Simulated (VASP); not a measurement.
# Ti3Al (P-6m2) in VASP: further runs

The runs below take Ti3Al through single point, with LDA.

Program: VASP 6.6.1. These are calculated values, not measurements. Logs are shortened: lines on timing, memory, paths and dates and some standing lists are left out, and cuts for length are marked.

## 1. The cell of the first run

The structure is hexagonal, space group P-6m2 (No. 187). Conventional cell: a = 2.944 Å, b = 2.944 Å, c = 9.315 Å, α = 90.00°, β = 90.00°, γ = 120.00°. Within 3.8 Å of Ti (site symmetry -6m2) lie 12 Ti at 2.87 to 2.94 Å. Ti (site symmetry 3m) has 9 Ti at 2.87 to 2.94 Å and 3 Al at 2.89 Å within 3.8 Å. Within 3.8 Å of Al (site symmetry -6m2) lie 6 Ti at 2.89 Å and 6 Al at 2.94 Å.

## 2. Single point, LDA (17.48 Å³/atom)

Input file INCAR:

```
  PREC = Accurate
  ENCUT = 520
  EDIFF = 1E-6
  ISMEAR = 0
  SIGMA = 0.15
  LREAL = F
  LASPH = T
  NELM = 60
  ALGO = Fast
  ISIF = 2
  LWAVE = F
  LCHARG = T
  GGA = CA
  LELF = T
  LVHAR = T
  NBANDS = 28
```

Input file KPOINTS:

```
Automatic mesh
0
Gamma
  18 18 6
```

Input file POSCAR:

```
Ti3Al
1.0
    2.9442887422      0.0000000000      0.0000000000
   -1.4721443711      2.5498288469      0.0000000000
    0.0000000000      0.0000000000      9.3150356298
Ti Al
3 1
Direct
    0.6666666667      0.3333333333      0.0000000000
    0.3333333333      0.6666666667      0.7515223655
    0.3333333333      0.6666666667      0.2484776345
    0.6666666667      0.3333333333      0.5000000000
```

Potentials or basis: VASP PAW LDA potentials, release 64 (Ti_sv, Al).

Command:

```console
cat potpaw_LDA.64/Ti_sv/POTCAR potpaw_LDA.64/Al/POTCAR > POTCAR
mpirun -np 1 vasp_std > vasp.out
```

OUTCAR:

```text
PREC = Accurate
   ENCUT = 520
   EDIFF = 1E-6
   ISMEAR = 0
   LREAL = F
   LASPH = T
   NELM = 60
   ISIF = 2
   GGA = CA

 ion  position               nearest neighbor table
   1  0.667  0.333  0.000-   2 2.87   3 2.87   2 2.87   3 2.87   2 2.87   3 2.87
   2  0.333  0.667  0.752-   1 2.87   1 2.87   1 2.87   4 2.89   4 2.89   4 2.89
   3  0.333  0.667  0.248-   1 2.87   1 2.87   1 2.87   4 2.89   4 2.89   4 2.89
   4  0.667  0.333  0.500-   2 2.89   3 2.89   2 2.89   3 2.89   2 2.89   3 2.89

  LATTYP: Found a hexagonal cell.
 ALAT       =     2.9442887422
 C/A-ratio  =     3.1637643062

  Lattice vectors:

 A1 = (   2.9442887422,   0.0000000000,   0.0000000000)
 A2 = (  -1.4721443711,   2.5498288469,   0.0000000000)
 A3 = (   0.0000000000,   0.0000000000,   9.3150356298)

Analysis of symmetry for initial positions (statically):
=====================================================================
 Subroutine PRICEL returns:
 Original cell was already a primitive cell.

 Routine SETGRP: Setting up the symmetry group for a
 hexagonal supercell.

 Subroutine GETGRP returns: Found 12 space group operations
 (whereof 12 operations were pure point group operations)
 out of a pool of 24 trial point group operations.

The static configuration has the point symmetry D_3h.

Analysis of symmetry for dynamics (positions and initial velocities):
=====================================================================
 Subroutine PRICEL returns:
 Original cell was already a primitive cell.

 Routine SETGRP: Setting up the symmetry group for a
 hexagonal supercell.

 Subroutine GETGRP returns: Found 12 space group operations
 (whereof 12 operations were pure point group operations)
 out of a pool of 24 trial point group operations.

The dynamic configuration has the point symmetry D_3h.

 Subroutine INISYM returns: Found 12 space group operations
 (whereof 12 operations are pure point group operations),
 and found     1 'primitive' translations

----------------------------------------------------------------------------------------

                                     Primitive cell

  volume of cell :      69.9320

  direct lattice vectors                    reciprocal lattice vectors
     2.944288742  0.000000000  0.000000000     0.339640602  0.196091593  0.000000000
    -1.472144371  2.549828847  0.000000000     0.000000000  0.392183186  0.000000000
     0.000000000  0.000000000  9.315035630     0.000000000  0.000000000  0.107353320

  length of vectors
     2.944288742  2.944288742  9.315035630     0.392183186  0.392183186  0.107353320

  position of ions in fractional coordinates (direct lattice)
     0.666666667  0.333333333  0.000000000
     0.333333333  0.666666667  0.751522366
     0.333333333  0.666666667  0.248477634
     0.666666667  0.333333333  0.500000000

  ion indices of the primitive-cell ions
   primitive index   ion index
                 1           1
                 2           2
                 3           3
                 4           4

----------------------------------------------------------------------------------------

 KPOINTS: Automatic mesh

Automatic generation of k-mesh.
 Grid dimensions read from file:
 generate k-points for:   18   18    6

 Generating k-lattice:

  Cartesian coordinates                     Fractional coordinates (reciprocal lattice)
     0.018868922  0.010893977  0.000000000     0.055555556 -0.000000000  0.000000000
     0.000000000  0.021787955  0.000000000     0.000000000  0.055555556  0.000000000
     0.000000000  0.000000000  0.017892220     0.000000000  0.000000000  0.166666667

  Length of vectors
     0.021787955  0.021787955  0.017892220

  Shift w.r.t. Gamma in fractional coordinates (k-lattice)
     0.000000000  0.000000000  0.000000000

 Subroutine IBZKPT returns following result:
 ===========================================

 Found    148 irreducible k-points:

 Following reciprocal coordinates:
            Coordinates               Weight
  0.000000  0.000000  0.000000      1.000000
  0.055556  0.000000  0.000000      6.000000
  0.111111  0.000000  0.000000      6.000000
  0.166667  0.000000  0.000000      6.000000
  0.222222  0.000000  0.000000      6.000000
  0.277778  0.000000  0.000000      6.000000
[... 16 lines left out ...]
  0.333333  0.111111  0.000000     12.000000
  0.388889  0.111111  0.000000     12.000000
 [... further k-points ...]
   k-points           NKPTS =    148   k-points in BZ     NKDIM =    148   number of bands    NBANDS=     28
   number of dos      NEDOS =    301   number of ions     NIONS =      4
   total plane-waves  NPLWV =  40320
   dimension x,y,z NGX =    24 NGY =   24 NGZ =   70
   dimension x,y,z NGXF=    48 NGYF=   48 NGZF=  140
   ions per type =               3   1
   NGX,Y,Z   is equivalent  to a cutoff of  13.55, 13.55, 12.49 a.u.
   NGXF,Y,Z  is equivalent  to a cutoff of  27.10, 27.10, 24.99 a.u.
 SYSTEM =  unknown system
   PREC   = accura    normal or accurate (medium, high low for compatibility)
   ISTART =      0    job   : 0-new  1-cont  2-samecut
   ICHARG =      2    charge: 1-file 2-atom 10-const
   ISPIN  =      1    spin polarized calculation?
   LNONCOLLINEAR =      F non collinear calculations
   LSORBIT =      F    spin-orbit coupling
   LASPH  =      T    aspherical Exc in radial PAW
   ENCUT  =  520.0 eV  38.22 Ry    6.18 a.u.   5.47  5.47 17.32*2*pi/ulx,y,z
   NELM   =     60;   NELMIN=  2; NELMDL= -5     # of ELM steps
   EDIFF  = 0.1E-05   stopping-criterion for ELM
   LREAL  =      F    real-space projection
   EDIFFG = 0.1E-04   stopping-criterion for IOM
   NSW    =      0    number of steps for IOM
   IBRION =     -1    ionic relax: 0-MD 1-quasi-New 2-CG
   NFREE  =      0    steps in history (QN), initial steepest desc. (CG)
   ISIF   =      2    stress and relaxation
   ISYM   =      2    0-nonsym 1-usesym 2-fastsym
   POTIM  = 0.5000    time-step for ionic-motion
   TEBEG  =    0.0;   TEEND  =   0.0 temperature during run
   PSTRESS=    0.0 pullay stress
   NELECT =      39.0000    total number of electrons
   NUPDOWN=      -1.0000    fix difference up-down
   EMIN   =  10.00;   EMAX   =-10.00  energy-range for DOS
   EFERMI =   0.00;   METHOD = LEGACY
   ISMEAR =     0;   SIGMA  =   0.15  broadening in eV -4-tet -1-fermi 0-gaus
   EFERMI_NEDOS =   21; number of points for ismear=-14 and -15
   IALGO  =     68    algorithm
   IMIX   =      4    mixing-type and parameters
     AMIX     =   0.40;   BMIX     =  1.00
     AMIX_MAG =   1.60;   BMIX_MAG =  1.00
  volume/ion in A,a.u.               =      17.48       117.98
  Fermi-wavevector in a.u.,A,eV,Ry     =   1.347528  2.546458 24.705881  1.815831
  Thomas-Fermi vector in A             =   2.475271
   LORBIT       =      0    0 simple, 1 ext, 2 COOP (PROOUT), +10 PAW based schemes
   GGA     = CA    functional components
   LHFCALC =     F    Hartree Fock is set to
   AEXX    =    0.0000 exact exchange contribution
   IVDW    =     0    specifies the selected vdW correction
   LEPSILON=     F    determine dielectric tensor
   LRPA    =     F    only Hartree local field effects (RPA)
 non-spin polarized calculation
 RMM-DIIS sequential band-by-band and
 Gauss-broadening in eV      SIGMA  =   0.15
  energy-cutoff  :      520.00
  volume of cell :       69.93
 maximum number of plane-waves:      1925
 NGX is ok and might be reduce to    24
   NGX = 11   NGY = 11   NGZ = 35

 number of electron      38.9999994 magnetization

 Free energy of the ion-electron system (eV)
  ---------------------------------------------------
  ext. energy  EPLUGINS =         0.00000000
  ---------------------------------------------------
  free energy    TOTEN  =       -30.19136916 eV

  energy without entropy =      -30.14529698  energy(sigma->0) =      -30.16833307

 E-fermi :   7.5403     XC(G=0): -11.3519

 val. band max:        7.5379328822   @ k =   0.1111   0.0556   0.0000
 cond. band min:       7.5456900726   @ k =   0.5000   0.0000   0.5000
 fundamental gap:      0.0077571904
 Fermi energy:         7.5402964764

 k-point     1 :       0.0000    0.0000    0.0000
  band No.  band energies     occupation
      1     -48.5255      2.00000
      2     -48.4817      2.00000
      3     -48.4196      2.00000
      4     -25.4161      2.00000
      5     -25.1798      2.00000
      6     -24.8919      2.00000
[... 20 lines left out ...]
     27       9.5503      0.00000
     28      10.1507      0.00000

 k-point     2 :       0.0556    0.0000    0.0000
  band No.  band energies     occupation
      1     -48.5227      2.00000
      2     -48.4795      2.00000
      3     -48.4181      2.00000
      4     -25.4111      2.00000
      5     -25.1798      2.00000
      6     -24.8999      2.00000
[... 20 lines left out ...]
     27       9.5201      0.00000
     28      10.1338      0.00000

 k-point     3 :       0.1111    0.0000    0.0000
  band No.  band energies     occupation
      1     -48.5143      2.00000
      2     -48.4732      2.00000
      3     -48.4139      2.00000
      4     -25.3965      2.00000
      5     -25.1806      2.00000
      6     -24.9282      2.00000
[... 20 lines left out ...]
     27       9.4508      0.00000
     28      10.0986      0.00000

 k-point     4 :       0.1667    0.0000    0.0000
  band No.  band energies     occupation
      1     -48.5013      2.00000
      2     -48.4635      2.00000
      3     -48.4075      2.00000
      4     -25.3741      2.00000
      5     -25.1860      2.00000
      6     -24.9794      2.00000
[... 20 lines left out ...]
     27       9.4145      0.00000
     28      10.0205      0.00000

 k-point     5 :       0.2222    0.0000    0.0000
  band No.  band energies     occupation
      1     -48.4850      2.00000
      2     -48.4516      2.00000
      3     -48.4000      2.00000
      4     -25.3474      2.00000
      5     -25.2026      2.00000
      6     -25.0446      2.00000
[... 20 lines left out ...]
     27       9.5348      0.00000
     28      10.0514      0.00000

 k-point     6 :       0.2778    0.0000    0.0000
  band No.  band energies     occupation
      1     -48.4670      2.00000
      2     -48.4389      2.00000
      3     -48.3927      2.00000
      4     -25.3234      2.00000
      5     -25.2374      2.00000
      6     -25.1083      2.00000
[... 463 lines left out ...]
      5     -25.2397      2.00000
      6     -25.1135      2.00000
[... 20 lines left out ...]
     27      10.0555      0.00000
     28      10.1465      0.00000

 k-point    22 :       0.2778    0.1111    0.0000
  band No.  band energies     occupation
      1     -48.4443      2.00000
      2     -48.4237      2.00000
      3     -48.3850      2.00000
      4     -25.3078      2.00000
      5     -25.2818      2.00000
      6     -25.1711      2.00000
[... 20 lines left out ...]
     27      10.2688      0.00000
     28      10.4886      0.00000

 k-point    23 :       0.3333    0.1111    0.0000
  band No.  band energies     occupation
      1     -48.4294      2.00000
      2     -48.4145      2.00000
      3     -48.3815      2.00000
      4     -25.3235      2.00000
      5     -25.3216      2.00000
      6     -25.2173      2.00000
[... 20 lines left out ...]
     27      10.3591      0.00000
     28      10.5431      0.00000

 k-point    24 :       0.3889    0.1111    0.0000
  band No.  band energies     occupation
      1     -48.4188      2.00000
      2     -48.4085      2.00000
      3     -48.3801      2.00000
      4     -25.3534      2.00000
      5     -25.3401      2.00000
      6     -25.2464      2.00000
[... 20 lines left out ...]
     27      10.3983      0.00000
     28      10.7744      0.00000

 [... further k-points ...]

------------------------ aborting loop because EDIFF is reached ----------------------------------------

  FORCE on cell =-STRESS in cart. coord.  units (eV):
  Direction    XX          YY          ZZ          XY          YZ          ZX
  --------------------------------------------------------------------------------------
  -------------------------------------------------------------------------------------
  Total       -3.7955417     -3.7955417     -4.1616287      0.0000000     -0.0000000      0.0000000
  in kB      -86.9577717    -86.9577717    -95.3450078      0.0000000     -0.0000000      0.0000000
  external PRESSURE =     -89.7535171 kB  Pullay stress =       0.0000000 kB

 VOLUME and BASIS-vectors are now :
 -----------------------------------------------------------------------------
  energy-cutoff  :      520.00
  volume of cell :       69.93
      direct lattice vectors                 reciprocal lattice vectors
     2.944288742  0.000000000  0.000000000     0.339640602  0.196091593  0.000000000
    -1.472144371  2.549828847  0.000000000     0.000000000  0.392183186  0.000000000
     0.000000000  0.000000000  9.315035630     0.000000000  0.000000000  0.107353320

 POSITION                                       TOTAL-FORCE (eV/Angst)
 -----------------------------------------------------------------------------------
      1.47214      0.84994      0.00000         0.000000      0.000000     -0.000000
     -0.00000      1.69989      7.00046        -0.000000      0.000000      0.072684
     -0.00000      1.69989      2.31458        -0.000000     -0.000000     -0.072684
      1.47214      0.84994      4.65752         0.000000      0.000000     -0.000000
 -----------------------------------------------------------------------------------
    total drift:                                0.000000     -0.000000      0.000000

  FREE ENERGIE OF THE ION-ELECTRON SYSTEM (eV)
  ---------------------------------------------------
  free  energy   TOTEN  =       -30.1913691615 eV

  energy  without entropy=      -30.1452969848  energy(sigma->0) =      -30.16833307
```

Run time: 7.1 min. Hardware: 1 thread of Intel Xeon 6975P-C (Granite Rapids), shared host; peak memory 0.33 GiB.

Results:

```
Free energy            : -30.1914 eV
Pressure               : -9.0 GPa
Largest force          : 0.073 eV/Å
Band gap on the k mesh : zero (an odd number of electrons rules out a gap without spin polarisation)
```

Forces on the atoms (eV/Å):
```
Ti   0.000  0.000  0.000
Ti   0.000  0.000  0.073
Ti   0.000  0.000 -0.073
Al   0.000  0.000  0.000
```

Stress tensor (GPa, compression positive):
```
-8.70  0.00  0.00
 0.00 -8.70  0.00
 0.00  0.00 -9.53
```

Caveat: the cell stands under tension.

(Continued in part 2 of 2.)
